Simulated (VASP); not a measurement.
MgS, 2 atoms in the cell. The structure is cubic, space group Fm-3m (No. 225). The conventional cell has a = 5.230 Å, b = 5.230 Å, c = 5.230 Å, α = 90.00°, β = 90.00°, γ = 90.00°. Mg (site symmetry m-3m) has 6 S at 2.61 Å within 3.4 Å. S (site symmetry m-3m) has 6 Mg at 2.61 Å within 3.4 Å. 

| Property | Result |
| --- | --- |
| Program | VASP 6.6.1 |
| Task | single point |
| Functional | PBE |
| Potentials or basis | VASP PAW PBE potentials, release 64 (Mg, S) |
| Cutoff | 600 eV |
| k mesh | 4 × 4 × 4 |
| Occupations | gaussian, width 0.01 eV |
| Spin | no spin polarisation |
| Dipole correction | no |
| Further INCAR settings | ALGO = Normal; EDIFF = 1e-06; NBANDS = 11 |

Potentials or basis: VASP PAW PBE potentials, release 64 (Mg, S).

Launch:

```sh
$ cat potpaw_PBE.64/Mg/POTCAR potpaw_PBE.64/S/POTCAR > POTCAR
$ mpirun -np 1 vasp_std > vasp.out
```

Hardware: 1 thread of Intel(R) Xeon(R) 6975P-C (Granite Rapids) (shared host).

How long does it take, and how much memory?

Run time: 3.3 s on 1 thread of Intel(R) Xeon(R) 6975P-C (Granite Rapids), with other jobs on the host, peak memory 0.16 GiB. Counts: scf iterations 12, k points 8.
